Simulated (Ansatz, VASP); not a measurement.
**Two plane-wave programs on B3P2**

```
B P
1.0
     3.10618    0.00000    0.00000
    -1.55309    2.69003    0.00000
     0.00000    0.00000    6.17471
B P
3 2
Direct
  0.00000 0.00000 0.00000
  0.33333 0.66667 0.48732
  0.66667 0.33333 0.51268
  0.33333 0.66667 0.18320
  0.66667 0.33333 0.81680
```

Alike in both runs: functional PBE; k mesh 6 × 6 × 4; occupations gaussian, width 0.1 eV; no spin polarisation.

Ansatz relaxed the structure, and its values are those at the end. VASP's run is a single point on that final structure, the one shown.

```csv
,VASP,Ansatz
version,VASP 6.6.1,Ansatz 0.2.0
potentials or method,"VASP PAW PBE potentials, release 64 (B, P), cutoff 520 eV","scalar-relativistic, plane waves, PAW"
valence electrons in the cell,19,19
```

Ansatz gave:

| Quantity | Value |
| --- | --- |
| gap on the k mesh at the Fermi level (eV) | none |
| pressure (GPa) | 0.0 |
| rms of the force components (eV/Å) | 0.005 |

Problem. Estimate VASP's values.

Solution. gap on the k mesh at the Fermi level (eV): none; pressure (GPa): -0.2; rms of the force components (eV/Å): 0.003.

A gap of «none» marks a metal or a gap that the smearing closes.

The k mesh is coarse, so the values compare programs but aren't converged.
